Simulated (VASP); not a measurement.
# KMgF3 (Pm-3m) in VASP: a series of runs

KMgF3 is run at these levels: r2SCAN; tasks: single point.

All numbers are computed with VASP 6.6.1; they aren't measurements. Logs are shortened: lines on timing, memory, paths and dates and some standing lists are left out, and cuts for length are marked.

## 1. The cell of the first run

The structure is cubic, space group Pm-3m (No. 221). Conventional cell: a = 4.010 Å, b = 4.010 Å, c = 4.010 Å, α = 90.00°, β = 90.00°, γ = 90.00°. Within 3.7 Å of K (site symmetry m-3m) lie 12 F at 2.84 Å and 8 Mg at 3.47 Å. Within 2.7 Å of Mg (site symmetry m-3m) lie 6 F at 2.01 Å. Within 2.7 Å of F (site symmetry 4/mmm) lie 2 Mg at 2.01 Å.

## 2. Single point, r2SCAN

POSCAR

```
KMgF3
1.0
    4.0100515500      0.0000000000      0.0000000000
    0.0000000000      4.0100515500      0.0000000000
    0.0000000000      0.0000000000      4.0100515500
K Mg F
1 1 3
Direct
    0.5000000000      0.5000000000      0.5000000000
    0.0000000000      0.0000000000      0.0000000000
    0.5000000000      0.0000000000      0.0000000000
    0.0000000000      0.5000000000      0.0000000000
    0.0000000000      0.0000000000      0.5000000000
```

INCAR.step1

```
SYSTEM = KMgF3
  ALGO = Normal
  EDIFF = 1E-4
  ENCUT = 520
  GGA = PE
  ISMEAR = -1
  LASPH = .True.
  LCHARG = .False.
  LREAL = .False.
  LWAVE = .True.
  NBANDS = 24
  NELM = 80
  PREC = Accurate
  SIGMA = 0.02
```

INCAR.step2

```
SYSTEM = KMgF3
  ALGO = Normal
  EDIFF = 1E-6
  ENCUT = 520
  ISIF = 2
  ISMEAR = -1
  ISTART = 1
  LASPH = .True.
  LCHARG = .False.
  LMIXTAU = .True.
  LREAL = .False.
  LWAVE = .False.
  METAGGA = R2SCAN
  NBANDS = 24
  NELM = 80
  PREC = Accurate
  SIGMA = 0.02
```

KPOINTS

```
k-points
0
Gamma
  8 8 8
  0 0 0
```

Potentials or basis: VASP PAW PBE potentials, release 64 (K_sv, Mg, F).

On the command line:

```
$ cat potpaw_PBE.64/K_sv/POTCAR potpaw_PBE.64/Mg/POTCAR potpaw_PBE.64/F/POTCAR > POTCAR
$ cp INCAR.step1 INCAR
$ mpirun -np 1 vasp_std > vasp.out
$ cp INCAR.step2 INCAR
$ mpirun -np 1 vasp_std > vasp.out
```

OUTCAR:

```text
SYSTEM = KMgF3
   EDIFF = 1E-6
   ENCUT = 520
   ISIF = 2
   ISMEAR = -1
   ISTART = 1
   LASPH = .True.
   LREAL = .False.
   METAGGA = R2SCAN
   NELM = 80
   PREC = Accurate

 ion  position               nearest neighbor table
   1  0.500  0.500  0.500-   3 2.84   4 2.84   5 2.84   3 2.84   4 2.84   3 2.84   5 2.84   3 2.84
                             4 2.84   5 2.84   4 2.84   5 2.84   2 3.47   2 3.47   2 3.47   2 3.47
   2  0.000  0.000  0.000-   3 2.01   4 2.01   5 2.01   5 2.01   4 2.01   3 2.01   1 3.47   1 3.47
                             1 3.47   1 3.47   1 3.47   1 3.47   1 3.47   1 3.47
   3  0.500  0.000  0.000-   2 2.01   2 2.01   1 2.84   1 2.84   1 2.84   1 2.84
   4  0.000  0.500  0.000-   2 2.01   2 2.01   1 2.84   1 2.84   1 2.84   1 2.84
   5  0.000  0.000  0.500-   2 2.01   2 2.01   1 2.84   1 2.84   1 2.84   1 2.84

  LATTYP: Found a simple cubic cell.
 ALAT       =     4.0100515500

  Lattice vectors:

 A1 = (   4.0100515500,   0.0000000000,   0.0000000000)
 A2 = (   0.0000000000,   4.0100515500,   0.0000000000)
 A3 = (   0.0000000000,   0.0000000000,   4.0100515500)

Analysis of symmetry for initial positions (statically):
=====================================================================
 Subroutine PRICEL returns:
 Original cell was already a primitive cell.

 Routine SETGRP: Setting up the symmetry group for a
 simple cubic supercell.

 Subroutine GETGRP returns: Found 48 space group operations
 (whereof 48 operations were pure point group operations)
 out of a pool of 48 trial point group operations.

The static configuration has the point symmetry O_h .

Analysis of symmetry for dynamics (positions and initial velocities):
=====================================================================
 Subroutine PRICEL returns:
 Original cell was already a primitive cell.

 Routine SETGRP: Setting up the symmetry group for a
 simple cubic supercell.

 Subroutine GETGRP returns: Found 48 space group operations
 (whereof 48 operations were pure point group operations)
 out of a pool of 48 trial point group operations.

The dynamic configuration has the point symmetry O_h .

 Subroutine INISYM returns: Found 48 space group operations
 (whereof 48 operations are pure point group operations),
 and found     1 'primitive' translations

----------------------------------------------------------------------------------------

                                     Primitive cell

  volume of cell :      64.4837

  direct lattice vectors                    reciprocal lattice vectors
     4.010051550  0.000000000  0.000000000     0.249373353  0.000000000  0.000000000
     0.000000000  4.010051550  0.000000000     0.000000000  0.249373353  0.000000000
     0.000000000  0.000000000  4.010051550     0.000000000  0.000000000  0.249373353

  length of vectors
     4.010051550  4.010051550  4.010051550     0.249373353  0.249373353  0.249373353

  position of ions in fractional coordinates (direct lattice)
     0.500000000  0.500000000  0.500000000
     0.000000000  0.000000000  0.000000000
     0.500000000  0.000000000  0.000000000
     0.000000000  0.500000000  0.000000000
     0.000000000  0.000000000  0.500000000

  ion indices of the primitive-cell ions
   primitive index   ion index
                 1           1
                 2           2
                 3           3
                 4           4
                 5           5

----------------------------------------------------------------------------------------

 KPOINTS: k-points

Automatic generation of k-mesh.
 Grid dimensions read from file:
 generate k-points for:    8    8    8

 Generating k-lattice:

  Cartesian coordinates                     Fractional coordinates (reciprocal lattice)
     0.031171669  0.000000000  0.000000000     0.125000000  0.000000000  0.000000000
     0.000000000  0.031171669  0.000000000     0.000000000  0.125000000  0.000000000
     0.000000000  0.000000000  0.031171669     0.000000000  0.000000000  0.125000000

  Length of vectors
     0.031171669  0.031171669  0.031171669

  Shift w.r.t. Gamma in fractional coordinates (k-lattice)
     0.000000000  0.000000000  0.000000000

 Subroutine IBZKPT returns following result:
 ===========================================

 Found     35 irreducible k-points:

 Following reciprocal coordinates:
            Coordinates               Weight
  0.000000  0.000000  0.000000      1.000000
  0.125000  0.000000  0.000000      6.000000
  0.250000  0.000000  0.000000      6.000000
  0.375000  0.000000  0.000000      6.000000
  0.500000  0.000000  0.000000      3.000000
  0.125000  0.125000  0.000000     12.000000
[... 16 lines left out ...]
  0.375000  0.375000  0.125000     24.000000
  0.500000  0.375000  0.125000     24.000000
 [... further k-points ...]
   k-points           NKPTS =     35   k-points in BZ     NKDIM =     35   number of bands    NBANDS=     24
   number of dos      NEDOS =    301   number of ions     NIONS =      5
   total plane-waves  NPLWV =  27000
   dimension x,y,z NGX =    30 NGY =   30 NGZ =   30
   dimension x,y,z NGXF=    60 NGYF=   60 NGZF=   60
   ions per type =               1   1   3
   NGX,Y,Z   is equivalent  to a cutoff of  12.44, 12.44, 12.44 a.u.
   NGXF,Y,Z  is equivalent  to a cutoff of  24.87, 24.87, 24.87 a.u.
 SYSTEM =  KMgF3
   PREC   = accura    normal or accurate (medium, high low for compatibility)
   ISTART =      1    job   : 0-new  1-cont  2-samecut
   ICHARG =      0    charge: 1-file 2-atom 10-const
   ISPIN  =      1    spin polarized calculation?
   LNONCOLLINEAR =      F non collinear calculations
   LSORBIT =      F    spin-orbit coupling
   LASPH  =      T    aspherical Exc in radial PAW
   ENCUT  =  520.0 eV  38.22 Ry    6.18 a.u.   7.46  7.46  7.46*2*pi/ulx,y,z
   NELM   =     80;   NELMIN=  2; NELMDL=  0     # of ELM steps
   EDIFF  = 0.1E-05   stopping-criterion for ELM
   LREAL  =      F    real-space projection
   EDIFFG = 0.1E-04   stopping-criterion for IOM
   NSW    =      0    number of steps for IOM
   IBRION =     -1    ionic relax: 0-MD 1-quasi-New 2-CG
   NFREE  =      0    steps in history (QN), initial steepest desc. (CG)
   ISIF   =      2    stress and relaxation
   ISYM   =      2    0-nonsym 1-usesym 2-fastsym
   POTIM  = 0.5000    time-step for ionic-motion
   TEBEG  =    0.0;   TEEND  =   0.0 temperature during run
   PSTRESS=    0.0 pullay stress
   NELECT =      32.0000    total number of electrons
   NUPDOWN=      -1.0000    fix difference up-down
   EMIN   =  10.00;   EMAX   =-10.00  energy-range for DOS
   EFERMI =   0.00;   METHOD = LEGACY
   ISMEAR =    -1;   SIGMA  =   0.02  broadening in eV -4-tet -1-fermi 0-gaus
   EFERMI_NEDOS =   21; number of points for ismear=-14 and -15
   IALGO  =     38    algorithm
   IMIX   =      4    mixing-type and parameters
     AMIX     =   0.40;   BMIX     =  1.00
     AMIX_MAG =   1.60;   BMIX_MAG =  1.00
  volume/ion in A,a.u.               =      12.90        87.03
  Fermi-wavevector in a.u.,A,eV,Ry     =   1.296109  2.449291 22.856408  1.679899
  Thomas-Fermi vector in A             =   2.427586
   LORBIT       =      0    0 simple, 1 ext, 2 COOP (PROOUT), +10 PAW based schemes
   METAGGA = R2SCAN    functional components
   LHFCALC =     F    Hartree Fock is set to
   AEXX    =    0.0000 exact exchange contribution
   IVDW    =     0    specifies the selected vdW correction
   LEPSILON=     F    determine dielectric tensor
   LRPA    =     F    only Hartree local field effects (RPA)
 non-spin polarized calculation
  energy-cutoff  :      520.00
  volume of cell :       64.48
 maximum number of plane-waves:      1763
 NGX is ok and might be reduce to    30
   NGX = 15   NGY = 15   NGZ = 15

 number of electron      31.9999957 magnetization

 Free energy of the ion-electron system (eV)
  ---------------------------------------------------
  ext. energy  EPLUGINS =         0.00000000
  ---------------------------------------------------
  free energy    TOTEN  =       -37.40592929 eV

  energy without entropy =      -37.40592929  energy(sigma->0) =      -37.40592929

 E-fermi :  -1.8859     XC(G=0): -10.1071

 val. band max:       -2.3055458286   @ k =   0.5000   0.5000   0.5000
 cond. band min:       5.8009891579   @ k =   0.0000   0.0000   0.0000
 fundamental gap:      8.1065349865
 Fermi energy:        -1.8859241280

 k-point     1 :       0.0000    0.0000    0.0000
  band No.  band energies     occupation
      1     -28.9423      2.00000
      2     -23.4984      2.00000
      3     -22.8911      2.00000
      4     -22.8911      2.00000
      5     -11.6664      2.00000
      6     -11.6664      2.00000
[... 16 lines left out ...]
     23      12.7107      0.00000
     24      15.6638      0.00000

 k-point     2 :       0.1250    0.0000    0.0000
  band No.  band energies     occupation
      1     -28.9386      2.00000
      2     -23.4826      2.00000
      3     -22.9107      2.00000
      4     -22.8898      2.00000
      5     -11.6653      2.00000
      6     -11.6592      2.00000
[... 16 lines left out ...]
     23      12.7083      0.00000
     24      15.5612      0.00000

 k-point     3 :       0.2500    0.0000    0.0000
  band No.  band energies     occupation
      1     -28.9295      2.00000
      2     -23.4379      2.00000
      3     -22.9630      2.00000
      4     -22.8871      2.00000
      5     -11.6624      2.00000
      6     -11.6415      2.00000
[... 16 lines left out ...]
     23      12.6273      0.00000
     24      15.3389      0.00000

 k-point     4 :       0.3750    0.0000    0.0000
  band No.  band energies     occupation
      1     -28.9203      2.00000
      2     -23.3812      2.00000
      3     -23.0267      2.00000
      4     -22.8842      2.00000
      5     -11.6595      2.00000
      6     -11.6236      2.00000
[... 16 lines left out ...]
     23      12.6523      0.00000
     24      14.7735      0.00000

 k-point     5 :       0.5000    0.0000    0.0000
  band No.  band energies     occupation
      1     -28.9165      2.00000
      2     -23.3507      2.00000
      3     -23.0602      2.00000
      4     -22.8838      2.00000
      5     -11.6584      2.00000
      6     -11.6162      2.00000
[... 16 lines left out ...]
     23      13.0025      0.00000
     24      14.0953      0.00000

 k-point     6 :       0.1250    0.1250    0.0000
  band No.  band energies     occupation
      1     -28.9350      2.00000
      2     -23.4657      2.00000
      3     -22.9191      2.00000
      4     -22.8994      2.00000
      5     -11.6759      2.00000
      6     -11.6521      2.00000
[... 16 lines left out ...]
     23      12.7208      0.00000
     24      15.2051      0.00000
[... 379 lines left out ...]
 k-point    21 :       0.3750    0.2500    0.1250
  band No.  band energies     occupation
      1     -28.9082      2.00000
      2     -23.2912      2.00000
      3     -23.0346      2.00000
      4     -22.9470      2.00000
      5     -11.7143      2.00000
      6     -11.6817      2.00000
[... 16 lines left out ...]
     23      12.9665      0.00000
     24      14.0016      0.00000

 k-point    22 :       0.5000    0.2500    0.1250
  band No.  band energies     occupation
      1     -28.9051      2.00000
      2     -23.2546      2.00000
      3     -23.0690      2.00000
      4     -22.9474      2.00000
      5     -11.7119      2.00000
      6     -11.6914      2.00000
[... 16 lines left out ...]
     23      12.9130      0.00000
     24      14.3307      0.00000

 k-point    23 :       0.3750    0.3750    0.1250
  band No.  band energies     occupation
      1     -28.9017      2.00000
      2     -23.2220      2.00000
      3     -23.0489      2.00000
      4     -22.9914      2.00000
      5     -11.7384      2.00000
      6     -11.7142      2.00000
[... 16 lines left out ...]
     23      13.2508      0.00000
     24      13.3684      0.00000

 k-point    24 :       0.5000    0.3750    0.1250
  band No.  band energies     occupation
      1     -28.8990      2.00000
      2     -23.1760      2.00000
      3     -23.0735      2.00000
      4     -23.0080      2.00000
      5     -11.7411      2.00000
      6     -11.7352      2.00000
[... 16 lines left out ...]
     23      12.8741      0.00000
     24      13.5602      0.00000

 [... further k-points ...]

------------------------ aborting loop because EDIFF is reached ----------------------------------------

  FORCE on cell =-STRESS in cart. coord.  units (eV):
  Direction    XX          YY          ZZ          XY          YZ          ZX
  --------------------------------------------------------------------------------------
  -------------------------------------------------------------------------------------
  Total       -0.9060919     -0.9060919     -0.9060919     -0.0000000      0.0000000     -0.0000000
  in kB      -22.5129779    -22.5129779    -22.5129779     -0.0000000      0.0000000     -0.0000000
  external PRESSURE =     -22.5129779 kB  Pullay stress =       0.0000000 kB

 VOLUME and BASIS-vectors are now :
 -----------------------------------------------------------------------------
  energy-cutoff  :      520.00
  volume of cell :       64.48
      direct lattice vectors                 reciprocal lattice vectors
     4.010051550  0.000000000  0.000000000     0.249373353  0.000000000  0.000000000
     0.000000000  4.010051550  0.000000000     0.000000000  0.249373353  0.000000000
     0.000000000  0.000000000  4.010051550     0.000000000  0.000000000  0.249373353

 POSITION                                       TOTAL-FORCE (eV/Angst)
 -----------------------------------------------------------------------------------
      2.00503      2.00503      2.00503         0.000000      0.000000      0.000000
      0.00000      0.00000      0.00000         0.000000      0.000000      0.000000
      2.00503      0.00000      0.00000         0.000000      0.000000      0.000000
      0.00000      2.00503      0.00000         0.000000      0.000000      0.000000
      0.00000      0.00000      2.00503         0.000000      0.000000      0.000000
 -----------------------------------------------------------------------------------
    total drift:                                0.000000     -0.000000      0.000000

  FREE ENERGIE OF THE ION-ELECTRON SYSTEM (eV)
  ---------------------------------------------------
  free  energy   TOTEN  =       -37.4059292943 eV

  energy  without entropy=      -37.4059292943  energy(sigma->0) =      -37.40592929
```

It took 1.7 min on 1 thread of Intel Xeon Platinum 8488C (Sapphire Rapids), shared host; peak memory 0.2 GiB.

Results:

```yaml
Free_energy: -37.4059 eV
Pressure: -2.3 GPa
Band_gap_on_the_k_mesh: 8.11 eV, indirect (least direct gap 8.43 eV)
```

Levels at points of the mesh, in eV from the valence-band top:
| k point | band 12 | band 13 | band 14 | band 15 | band 16 | band 17 | band 18 | band 19 | band 20 | band 21 |
| --- | --- | --- | --- | --- | --- | --- | --- | --- | --- | --- |
| (0.00, 0.00, 0.00) | -0.62 | -0.62 | -0.32 | -0.32 | -0.32 | 8.11 | 10.81 | 10.81 | 13.12 | 13.12 |
| (0.50, 0.00, 0.00) | -0.84 | -0.84 | -0.84 | -0.52 | -0.52 | 10.89 | 11.28 | 11.85 | 13.68 | 13.68 |
| (0.50, 0.50, 0.00) | -1.01 | -1.01 | -0.88 | -0.88 | -0.02 | 11.77 | 12.46 | 13.48 | 13.48 | 13.71 |
| (0.50, 0.50, 0.50) | -1.10 | -1.10 | 0.00 | 0.00 | 0.00 | 11.30 | 11.30 | 11.30 | 14.93 | 14.93 |

Caveat: the PAW data sets were made with another functional, which shifts forces and pressure a little.

(Part 1 of 2 ends here.)
